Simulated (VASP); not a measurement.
Input of a VASP 6.6.1 run:

File INCAR:

```
SYSTEM = MgO
ALGO = Normal
EDIFF = 1E-7
ENCUT = 520
GGA = PS
ISIF = 2
ISMEAR = 0
LASPH = .True.
LCHARG = .False.
LREAL = .False.
LWAVE = .False.
NBANDS = 16
NELM = 60
PREC = Accurate
SIGMA = 0.05
```

Contents of KPOINTS:

```
k-points
0
Gamma
  9 9 6
  0 0 0
```

Contents of POSCAR:

```
MgO
1.0
    3.4863778627      0.0000000000      0.0000000000
   -1.7431889314      3.0192917963      0.0000000000
    0.0000000000      0.0000000000      4.3347177658
Mg O
2 2
Direct
    0.6666666667      0.3333333333      0.7500000000
    0.3333333333      0.6666666667      0.2500000000
    0.6666666667      0.3333333333      0.2500000000
    0.3333333333      0.6666666667      0.7500000000
```

Potentials or basis: VASP PAW PBE potentials, release 64 (Mg, O).

Command:

```bash
$ cat potpaw_PBE.64/Mg/POTCAR potpaw_PBE.64/O/POTCAR > POTCAR
$ mpirun -np 1 vasp_std > vasp.out
```

Problem. Predict the pressure.

Solution. -3.8 GPa.

Problem. What does it give for the band gap on the k mesh?

Solution. 3.08 eV, direct.

Stress tensor (GPa, compression positive):
```
-2.05  0.00  0.00
 0.00 -2.05  0.00
 0.00  0.00 -7.23
```

Caveat: the cell differs from its parent crystal (strain +0.0375 x Voigt [0, 0, 1, 0, 0, 0]); the PAW data sets were made with another functional, which shifts forces and pressure a little.
